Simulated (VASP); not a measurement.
# Ge (P6_3mc) in VASP: a series of runs

Runs on Ge. Level: r2SCAN. Tasks: single point.

Everything below comes from runs of VASP 6.6.1. Logs are shortened: lines on timing, memory, paths and dates and some standing lists are left out, and cuts for length are marked.

### Step 1. The cell of the first run

The structure is hexagonal, space group P6_3mc (No. 186). The conventional cell has a = 3.982 Å, b = 3.982 Å, c = 10.807 Å, α = 90.00°, β = 90.00°, γ = 120.00°. Within 3.2 Å of Ge (site symmetry 3m) lie 3 Ge at 2.40 Å. Ge (site symmetry 3m) has 3 Ge at 2.40 Å within 3.2 Å.

### Step 2. Single point, r2SCAN

POSCAR

```
Ge
1.0
    3.9817403507      0.0000000000      0.0000000000
   -1.9908701753      3.4482882878      0.0000000000
    0.0000000000      0.0000000000     10.8069948785
Ge
4
Direct
    0.0000000000      0.0000000000      0.9774520000
    0.0000000000      0.0000000000      0.4774520000
    0.3333333333      0.6666666667      0.9148480000
    0.6666666667      0.3333333333      0.4148480000
```

INCAR.step1

```
SYSTEM = Ge
  PREC = Accurate
  ENCUT = 520
  ISMEAR = 0
  SIGMA = 0.15
  LREAL = .FALSE.
  LASPH = .TRUE.
  NELM = 80
  NBANDS = 36
  GGA = PE
  ALGO = Normal
  EDIFF = 1E-4
  LWAVE = .TRUE.
  LCHARG = .FALSE.
```

INCAR.step2

```
SYSTEM = Ge
  PREC = Accurate
  ENCUT = 520
  EDIFF = 1E-6
  ISMEAR = 0
  SIGMA = 0.15
  LREAL = .FALSE.
  LASPH = .TRUE.
  NELM = 80
  ALGO = Normal
  ISIF = 2
  LWAVE = .FALSE.
  LCHARG = .FALSE.
  METAGGA = R2SCAN
  LMIXTAU = .TRUE.
  NBANDS = 36
  ISTART = 1
```

KPOINTS

```
Automatic mesh
0
G
  7 7 2
  0 0 0
```

Potentials or basis: VASP PAW PBE potentials, release 64 (Ge_d).

Launch:

```sh
$ cat potpaw_PBE.64/Ge_d/POTCAR > POTCAR
$ cp INCAR.step1 INCAR
$ mpirun -np 1 vasp_std > vasp.out
$ cp INCAR.step2 INCAR
$ mpirun -np 1 vasp_std > vasp.out
```

OUTCAR:

```text
SYSTEM = Ge
   PREC = Accurate
   ENCUT = 520
   EDIFF = 1E-6
   ISMEAR = 0
   LREAL = .FALSE.
   LASPH = .TRUE.
   NELM = 80
   ISIF = 2
   METAGGA = R2SCAN
   ISTART = 1

 ion  position               nearest neighbor table
   1  0.000  0.000  0.977-   3 2.40   3 2.40   3 2.40
   2  0.000  0.000  0.477-   4 2.40   4 2.40   4 2.40
   3  0.333  0.667  0.915-   1 2.40   1 2.40   1 2.40
   4  0.667  0.333  0.415-   2 2.40   2 2.40   2 2.40

  LATTYP: Found a hexagonal cell.
 ALAT       =     3.9817403507
 C/A-ratio  =     2.7141385240

  Lattice vectors:

 A1 = (   3.9817403507,   0.0000000000,   0.0000000000)
 A2 = (  -1.9908701753,   3.4482882878,   0.0000000000)
 A3 = (   0.0000000000,   0.0000000000,  10.8069948785)

Analysis of symmetry for initial positions (statically):
=====================================================================
 Subroutine PRICEL returns:
 Original cell was already a primitive cell.

 Routine SETGRP: Setting up the symmetry group for a
 hexagonal supercell.

 Subroutine GETGRP returns: Found 12 space group operations
 (whereof  6 operations were pure point group operations)
 out of a pool of 24 trial point group operations.

The static configuration has the point symmetry C_3v.
 The point group associated with its full space group is C_6v.

Analysis of symmetry for dynamics (positions and initial velocities):
=====================================================================
 Subroutine PRICEL returns:
 Original cell was already a primitive cell.

 Routine SETGRP: Setting up the symmetry group for a
 hexagonal supercell.

 Subroutine GETGRP returns: Found 12 space group operations
 (whereof  6 operations were pure point group operations)
 out of a pool of 24 trial point group operations.

The dynamic configuration has the point symmetry C_3v.
 The point group associated with its full space group is C_6v.

 Subroutine INISYM returns: Found 12 space group operations
 (whereof  6 operations are pure point group operations),
 and found     1 'primitive' translations

----------------------------------------------------------------------------------------

                                     Primitive cell

  volume of cell :     148.3821

  direct lattice vectors                    reciprocal lattice vectors
     3.981740351  0.000000000  0.000000000     0.251146462  0.144999477  0.000000000
    -1.990870175  3.448288288  0.000000000     0.000000000  0.289998955  0.000000000
     0.000000000  0.000000000 10.806994878     0.000000000  0.000000000  0.092532662

  length of vectors
     3.981740351  3.981740344 10.806994878     0.289998955  0.289998955  0.092532662

  position of ions in fractional coordinates (direct lattice)
     0.000000000  0.000000000  0.977452000
     0.000000000  0.000000000  0.477452000
     0.333333333  0.666666667  0.914848000
     0.666666667  0.333333333  0.414848000

  ion indices of the primitive-cell ions
   primitive index   ion index
                 1           1
                 2           2
                 3           3
                 4           4

----------------------------------------------------------------------------------------

 KPOINTS: Automatic mesh

Automatic generation of k-mesh.
 Grid dimensions read from file:
 generate k-points for:    7    7    2

 Generating k-lattice:

  Cartesian coordinates                     Fractional coordinates (reciprocal lattice)
     0.035878066  0.020714211  0.000000000     0.142857143  0.000000000  0.000000000
     0.000000000  0.041428422  0.000000000     0.000000000  0.142857143  0.000000000
     0.000000000  0.000000000  0.046266331     0.000000000  0.000000000  0.500000000

  Length of vectors
     0.041428422  0.041428422  0.046266331

  Shift w.r.t. Gamma in fractional coordinates (k-lattice)
     0.000000000  0.000000000  0.000000000

 Subroutine IBZKPT returns following result:
 ===========================================

 Found     16 irreducible k-points:

 Following reciprocal coordinates:
            Coordinates               Weight
  0.000000  0.000000  0.000000      1.000000
  0.142857  0.000000  0.000000      6.000000
  0.285714 -0.000000  0.000000      6.000000
  0.428571 -0.000000  0.000000      6.000000
  0.142857  0.142857  0.000000      6.000000
  0.285714  0.142857  0.000000     12.000000
[... 8 lines left out ...]
  0.428571  0.142857  0.500000      6.000000
  0.285714  0.285714  0.500000      6.000000
   k-points           NKPTS =     16   k-points in BZ     NKDIM =     16   number of bands    NBANDS=     36
   number of dos      NEDOS =    301   number of ions     NIONS =      4
   total plane-waves  NPLWV =  72000
   dimension x,y,z NGX =    30 NGY =   30 NGZ =   80
   dimension x,y,z NGXF=    60 NGYF=   60 NGZF=  160
   ions per type =               4
   NGX,Y,Z   is equivalent  to a cutoff of  12.53, 12.53, 12.31 a.u.
   NGXF,Y,Z  is equivalent  to a cutoff of  25.05, 25.05, 24.61 a.u.
 SYSTEM =  Ge
   PREC   = accura    normal or accurate (medium, high low for compatibility)
   ISTART =      1    job   : 0-new  1-cont  2-samecut
   ICHARG =      0    charge: 1-file 2-atom 10-const
   ISPIN  =      1    spin polarized calculation?
   LNONCOLLINEAR =      F non collinear calculations
   LSORBIT =      F    spin-orbit coupling
   LASPH  =      T    aspherical Exc in radial PAW
   ENCUT  =  520.0 eV  38.22 Ry    6.18 a.u.   7.40  7.40 20.09*2*pi/ulx,y,z
   NELM   =     80;   NELMIN=  2; NELMDL=  0     # of ELM steps
   EDIFF  = 0.1E-05   stopping-criterion for ELM
   LREAL  =      F    real-space projection
   EDIFFG = 0.1E-04   stopping-criterion for IOM
   NSW    =      0    number of steps for IOM
   IBRION =     -1    ionic relax: 0-MD 1-quasi-New 2-CG
   NFREE  =      0    steps in history (QN), initial steepest desc. (CG)
   ISIF   =      2    stress and relaxation
   ISYM   =      2    0-nonsym 1-usesym 2-fastsym
   POTIM  = 0.5000    time-step for ionic-motion
   TEBEG  =    0.0;   TEEND  =   0.0 temperature during run
   PSTRESS=    0.0 pullay stress
   NELECT =      56.0000    total number of electrons
   NUPDOWN=      -1.0000    fix difference up-down
   EMIN   =  10.00;   EMAX   =-10.00  energy-range for DOS
   EFERMI =   0.00;   METHOD = LEGACY
   ISMEAR =     0;   SIGMA  =   0.15  broadening in eV -4-tet -1-fermi 0-gaus
   EFERMI_NEDOS =   21; number of points for ismear=-14 and -15
   IALGO  =     38    algorithm
   IMIX   =      4    mixing-type and parameters
     AMIX     =   0.40;   BMIX     =  1.00
     AMIX_MAG =   1.60;   BMIX_MAG =  1.00
  volume/ion in A,a.u.               =      37.10       250.33
  Fermi-wavevector in a.u.,A,eV,Ry     =   1.183070  2.235678 19.043450  1.399654
  Thomas-Fermi vector in A             =   2.319311
   LORBIT       =      0    0 simple, 1 ext, 2 COOP (PROOUT), +10 PAW based schemes
   METAGGA = R2SCAN    functional components
   LHFCALC =     F    Hartree Fock is set to
   AEXX    =    0.0000 exact exchange contribution
   IVDW    =     0    specifies the selected vdW correction
   LEPSILON=     F    determine dielectric tensor
   LRPA    =     F    only Hartree local field effects (RPA)
 non-spin polarized calculation
 Gauss-broadening in eV      SIGMA  =   0.15
  energy-cutoff  :      520.00
  volume of cell :      148.38
 maximum number of plane-waves:      4036
 NGX is ok and might be reduce to    30
   NGX = 15   NGY = 15   NGZ = 41

 number of electron      56.0000093 magnetization

 Free energy of the ion-electron system (eV)
  ---------------------------------------------------
  ext. energy  EPLUGINS =         0.00000000
  ---------------------------------------------------
  free energy    TOTEN  =       -53.26092637 eV

  energy without entropy =      -53.26092566  energy(sigma->0) =      -53.26092601

 E-fermi :   0.9421     XC(G=0):  -7.9897

 val. band max:        0.4748997753   @ k =   0.2857   0.2857   0.0000
 cond. band min:       1.4075232204   @ k =   0.2857   0.2857   0.0000
 fundamental gap:      0.9326234451
 Fermi energy:         0.9420890730

 k-point     1 :       0.0000    0.0000    0.0000
  band No.  band energies     occupation
      1     -24.3127      2.00000
      2     -24.3127      2.00000
      3     -24.3127      2.00000
      4     -24.3127      2.00000
      5     -24.2527      2.00000
      6     -24.2527      2.00000
[... 28 lines left out ...]
     35       5.1269      0.00000
     36       5.1270      0.00000

 k-point     2 :       0.1429    0.0000    0.0000
  band No.  band energies     occupation
      1     -24.3230      2.00000
      2     -24.3230      2.00000
      3     -24.3213      2.00000
      4     -24.3212      2.00000
      5     -24.2667      2.00000
      6     -24.2667      2.00000
[... 28 lines left out ...]
     35       5.9491      0.00000
     36       5.9916      0.00000

 k-point     3 :       0.2857   -0.0000    0.0000
  band No.  band energies     occupation
      1     -24.3330      2.00000
      2     -24.3329      2.00000
      3     -24.3324      2.00000
      4     -24.3324      2.00000
      5     -24.2856      2.00000
      6     -24.2855      2.00000
[... 28 lines left out ...]
     35       7.6727      0.00000
     36       7.7165      0.00000
[... 430 lines left out ...]
 k-point    15 :       0.4286    0.1429    0.5000
  band No.  band energies     occupation
      1     -24.3531      2.00000
      2     -24.3531      2.00000
      3     -24.3198      2.00000
      4     -24.3198      2.00000
      5     -24.3103      2.00000
      6     -24.3103      2.00000
[... 28 lines left out ...]
     35       8.0538      0.00000
     36       8.0538      0.00000

 k-point    16 :       0.2857    0.2857    0.5000
  band No.  band energies     occupation
      1     -24.3632      2.00000
      2     -24.3632      2.00000
      3     -24.3181      2.00000
      4     -24.3181      2.00000
      5     -24.3097      2.00000
      6     -24.3097      2.00000
[... 28 lines left out ...]
     35       7.3509      0.00000
     36       7.3509      0.00000

------------------------ aborting loop because EDIFF is reached ----------------------------------------

  FORCE on cell =-STRESS in cart. coord.  units (eV):
  Direction    XX          YY          ZZ          XY          YZ          ZX
  --------------------------------------------------------------------------------------
  -------------------------------------------------------------------------------------
  Total        0.0430366      0.0430366     -0.7213956      0.0000000      0.0000000     -0.0000000
  in kB        0.4646938      0.4646938     -7.7893755      0.0000000      0.0000000     -0.0000000
  external PRESSURE =      -2.2866626 kB  Pullay stress =       0.0000000 kB

 VOLUME and BASIS-vectors are now :
 -----------------------------------------------------------------------------
  energy-cutoff  :      520.00
  volume of cell :      148.38
      direct lattice vectors                 reciprocal lattice vectors
     3.981740351  0.000000000  0.000000000     0.251146462  0.144999477  0.000000000
    -1.990870175  3.448288288  0.000000000     0.000000000  0.289998955  0.000000000
     0.000000000  0.000000000 10.806994878     0.000000000  0.000000000  0.092532662

 POSITION                                       TOTAL-FORCE (eV/Angst)
 -----------------------------------------------------------------------------------
      0.00000      0.00000     10.56332         0.000000     -0.000000     -0.132435
      0.00000      0.00000      5.15982        -0.000000      0.000000     -0.132435
     -0.00000      2.29886      9.88676         0.000000     -0.000000      0.132435
      1.99087      1.14943      4.48326        -0.000000      0.000000      0.132435
 -----------------------------------------------------------------------------------
    total drift:                                0.000001      0.000001     -0.003013

  FREE ENERGIE OF THE ION-ELECTRON SYSTEM (eV)
  ---------------------------------------------------
  free  energy   TOTEN  =       -53.2609263676 eV

  energy  without entropy=      -53.2609256620  energy(sigma->0) =      -53.26092601
```

It took 3.9 min on 1 thread of Intel Xeon 6975P-C (Granite Rapids), shared host; peak memory 0.3 GiB.

Results:

```yaml
Free_energy: -53.2609 eV
Pressure: -0.2 GPa
Largest_force: 0.132 eV/Å
Band_gap_on_the_k_mesh: 0.93 eV
```

Forces on the atoms (eV/Å):
```
Ge   0.000  0.000 -0.132
Ge   0.000  0.000 -0.132
Ge   0.000  0.000  0.132
Ge   0.000  0.000  0.132
```

Levels at points of the mesh, in eV from the valence-band top:
| k point | band 24 | band 25 | band 26 | band 27 | band 28 | band 29 | band 30 | band 31 | band 32 | band 33 |
| --- | --- | --- | --- | --- | --- | --- | --- | --- | --- | --- |
| (0.00, 0.00, 0.00) | -2.98 | -0.06 | -0.06 | -0.05 | -0.05 | 1.47 | 1.60 | 2.20 | 4.62 | 4.62 |
| (0.00, 0.00, 0.50) | -3.28 | -0.06 | -0.06 | -0.06 | -0.06 | 1.49 | 1.49 | 3.28 | 3.28 | 4.63 |

Caveat: the PAW data sets were made with another functional, which shifts forces and pressure a little.

(Continued in part 2 of 2.)
